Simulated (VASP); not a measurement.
Write the native input for VASP 6.6.1 that does the following.

| Property | Result |
| --- | --- |
| Task | single point |
| Functional | PBE |
| Potentials or basis | VASP PAW PBE potentials, release 64 (Ta_pv, H) |
| Cutoff | 520 eV |
| k mesh | 6 × 6 × 6 |
| Occupations | gaussian, width 0.1 eV |
| Spin | no spin polarisation |
| Dipole correction | no |
| Further INCAR settings | ALGO = Normal; EDIFF = 1e-07; NBANDS = 46 |

The structure of Ta3H2 lies in POSCAR:

```
Ta3H2
1.0
    2.5584816866      1.4771400905      5.2610597103
   -2.5584816866      1.4771400905      5.2610597103
    0.0000000000     -2.9542801810      5.2610597103
Ta H
6 4
Direct
    0.0894773125      0.4105226875      0.7500000000
    0.7500000000      0.0894773125      0.4105226875
    0.4105226875      0.7500000000      0.0894773125
    0.9105226875      0.5894773125      0.2500000000
    0.2500000000      0.9105226875      0.5894773125
    0.5894773125      0.2500000000      0.9105226875
    0.8335342941      0.8335342941      0.8335342941
    0.6664657059      0.6664657059      0.6664657059
    0.1664657059      0.1664657059      0.1664657059
    0.3335342941      0.3335342941      0.3335342941
```

These files were run (other wordings do the same):

INCAR

```
SYSTEM = Ta3H2
PREC = Accurate
ENCUT = 520
EDIFF = 1E-7
ISMEAR = 0
SIGMA = 0.1
LREAL = .False.
LASPH = .True.
NELM = 100
ALGO = Normal
ISIF = 2
LWAVE = .False.
LCHARG = .False.
GGA = PE
NBANDS = 46
```

KPOINTS

```
Automatic mesh
0
Gamma
  6 6 6
  0 0 0
```

Potentials or basis: VASP PAW PBE potentials, release 64 (Ta_pv, H).

Launch:

```sh
$ cat potpaw_PBE.64/Ta_pv/POTCAR potpaw_PBE.64/H/POTCAR > POTCAR
$ mpirun -np 1 vasp_std > vasp.out
```

Results of the run:

```json
{
 "Pressure": "0.2 GPa",
 "Largest force": "0.027 eV/Å",
 "Band gap on the k mesh": "zero (bands 35 and 36 overlap by 0.76 eV)"
}
```

Caveat: spin-orbit coupling is left out, which moves the levels of the heavy elements.

Wall time 2.1 min on 1 thread of Intel(R) Xeon(R) 6975P-C (Granite Rapids), on a shared host, peak memory 0.38 GiB.
